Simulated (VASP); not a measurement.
## Ti: relaxation of cell and atoms with PBEsol

The system is Ti.

```
CELL_PARAMETERS angstrom
4.48628 0.00000 0.00000
-2.24314 3.88523 0.00000
0.00000 0.00000 2.78081
ATOMIC_POSITIONS crystal
Ti 0.00000 0.00000 0.00000
Ti 0.33333 0.66667 0.50000
Ti 0.66667 0.33333 0.50000
```

- Program: VASP 6.6.1
- Task: relaxation of cell and atoms
- Functional: PBEsol
- Potentials or basis: VASP PAW PBE potentials, release 64 (Ti_sv)
- Cutoff: 600 eV
- k mesh: 12 × 12 × 14
- Occupations: gaussian, width 0.1 eV
- Spin: no spin polarisation
- Target pressure: 2 GPa
- Dipole correction: no
- Further INCAR settings: ALGO = Fast; EDIFF = 1e-06; IBRION = 2; EDIFFG = -0.008; NSW = 70; ISIF = 3

- Relaxed volume: 16.16 Å³/atom
- Relaxed cell: a = 4.484 Å, b = 4.484 Å, c = 2.784 Å, α = 90.00°, β = 90.00°, γ = 120.00°
- Space group after relaxing (to 0.05 Å): P6/mmm (No. 191)
- Energy change on relaxing (the enthalpy is what falls): -0.1 meV/atom
- Ionic steps: 8
- Pressure after relaxing: 2.0 GPa
- Band gap on the k mesh: zero (band 18 reaches 9.13 eV, above the bottom of band 19 at 8.77 eV)

Stress tensor (GPa, compression positive):
```
2.06 0.00 0.00
0.00 2.06 0.00
0.00 0.00 1.97
```

The path:
| step | energy change (eV) | largest force (eV/Å) | pressure (GPa) | volume (Å³) |
| --- | --- | --- | --- | --- |
| 1 | 0.0000 | 0.0000 | 1.96 | 48.47 |
| 2 | 0.0003 | 0.0000 | 2.18 | 48.44 |
| 3 | 0.0002 | 0.0000 | 2.16 | 48.44 |
| 4 | 0.0001 | 0.0000 | 2.13 | 48.45 |
| 5 | -0.0001 | 0.0000 | 2.11 | 48.47 |
| 6 | -0.0002 | 0.0000 | 2.11 | 48.48 |
| 7 | -0.0003 | 0.0000 | 2.06 | 48.49 |
| 8 | -0.0002 | 0.0000 | 2.03 | 48.48 |

Final structure:
```
Ti
1.0
     4.48409    0.00000    0.00000
    -2.24204    3.88333    0.00000
     0.00000    0.00000    2.78401
Ti
3
Direct
  0.00000 0.00000 0.00000
  0.33333 0.66667 0.50000
  0.66667 0.33333 0.50000
```

Levels at points of the mesh, in eV from the Fermi level:
| k point | band 15 | band 16 | band 17 | band 18 | band 19 | band 20 | band 21 | band 22 |
| --- | --- | --- | --- | --- | --- | --- | --- | --- |
| (0.00, 0.00, 0.00) | -0.71 | -0.71 | -0.61 | -0.61 | 0.00 | 0.73 | 1.36 | 1.36 |
| (0.50, 0.00, 0.00) | -2.78 | -0.47 | -0.45 | -0.39 | 0.04 | 0.58 | 1.05 | 1.33 |
| (0.00, 0.00, 0.50) | -2.23 | -1.75 | -1.75 | -1.73 | 1.11 | 1.11 | 1.33 | 1.33 |
| (0.50, 0.00, 0.50) | -1.84 | -1.28 | -0.69 | -0.69 | 0.34 | 0.84 | 1.09 | 1.13 |

Wall time 21 min on 1 thread of Oxide Virtual Turin-like Processor, with other jobs on the host, peak memory 0.27 GiB.

Caveat: the cell is relaxed towards a set pressure, so the enthalpy falls and the energy may rise; the PAW data sets were made with another functional, which shifts forces and pressure a little.
